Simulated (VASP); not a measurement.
Pt, 1 atom in the cell. It takes space group Fm-3m (No. 225, cubic). The conventional cell has a = 3.970 Å, b = 3.970 Å, c = 3.970 Å, α = 90.00°, β = 90.00°, γ = 90.00°. Pt (site symmetry m-3m) has 12 Pt at 2.81 Å within 3.7 Å. 

* Program: VASP 6.6.1
* Task: density of states
* Functional: PBE
* Potentials or basis: VASP PAW PBE potentials, release 64 (Pt)
* Cutoff: 520 eV
* k mesh: 18 × 18 × 18
* Occupations: gaussian, width 0.05 eV
* Spin: no spin polarisation
* Dipole correction: no
* k mesh for the DOS: 27 × 27 × 27
* Occupations for the DOS: tetrahedron
* Further INCAR settings: ALGO = Fast; EDIFF = 1e-06; NBANDS = 11

Potentials or basis: VASP PAW PBE potentials, release 64 (Pt).

The run is started by

```bash
$ cat potpaw_PBE.64/Pt/POTCAR > POTCAR
$ cp INCAR.step1 INCAR
$ cp KPOINTS.step1 KPOINTS
$ mpirun -np 1 vasp_std > vasp.out
$ cp INCAR.step2 INCAR
$ cp KPOINTS.step2 KPOINTS
$ mpirun -np 1 vasp_std > vasp.out
```

Hardware: 1 thread of Intel(R) Xeon(R) Platinum 8488C (Sapphire Rapids), with other jobs on the host.

Question: How long does it take, and how much memory?

Answer: Run time: 44 s on 1 thread of Intel(R) Xeon(R) Platinum 8488C (Sapphire Rapids) (shared host), peak memory 0.21 GiB. Counts: k points 560.
